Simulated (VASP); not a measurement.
Write the native input for VASP 6.6.1 that does the following.

```
Task                   : single point
Functional             : PBEsol
Potentials or basis    : VASP PAW PBE potentials, release 64 (Hg)
Cutoff                 : 520 eV
k mesh                 : 15 × 15 × 15
Occupations            : fermi-dirac, width 0.08 eV
Spin                   : no spin polarisation
Dipole correction      : no
Further INCAR settings : ALGO = Normal; EDIFF = 1e-07; NBANDS = 12
```

The structure of Hg lies in POSCAR:

```
Hg
1.0
   -1.6557777246      1.6557777246      1.6557777246
    1.6557777246     -1.6557777246      1.6557777246
    1.6557777246      1.6557777246     -1.6557777246
Hg
1
Direct
    0.0000000000      0.0000000000      0.0000000000
```

The input as run:

INCAR

```
SYSTEM = Hg
PREC = Accurate ; ENCUT = 520
EDIFF = 1E-7 ; ISMEAR = -1
SIGMA = 0.08 ; LREAL = .FALSE.
LASPH = .TRUE. ; NELM = 60
ALGO = Normal ; ISIF = 2
LWAVE = .FALSE. ; LCHARG = .FALSE.
GGA = PS ; NBANDS = 12
```

KPOINTS

```
regular mesh
0
G
  15 15 15
  0 0 0
```

Potentials or basis: VASP PAW PBE potentials, release 64 (Hg).

Launch:

```bash
$ cat potpaw_PBE.64/Hg/POTCAR > POTCAR
$ mpirun -np 1 vasp_std > vasp.out
```

Results of the run:

| Quantity | Value |
| --- | --- |
| Pressure | 27.8 GPa |
| Band gap on the k mesh | zero (bands 6 and 7 overlap by 3.40 eV) |

Caveat: the cell stands under pressure; the PAW data sets were made with another functional, which shifts forces and pressure a little; spin-orbit coupling is left out, which moves the levels of the heavy elements.

It took 24 s on 1 thread of Intel Xeon 8259CL (shared host), peak memory 0.16 GiB.
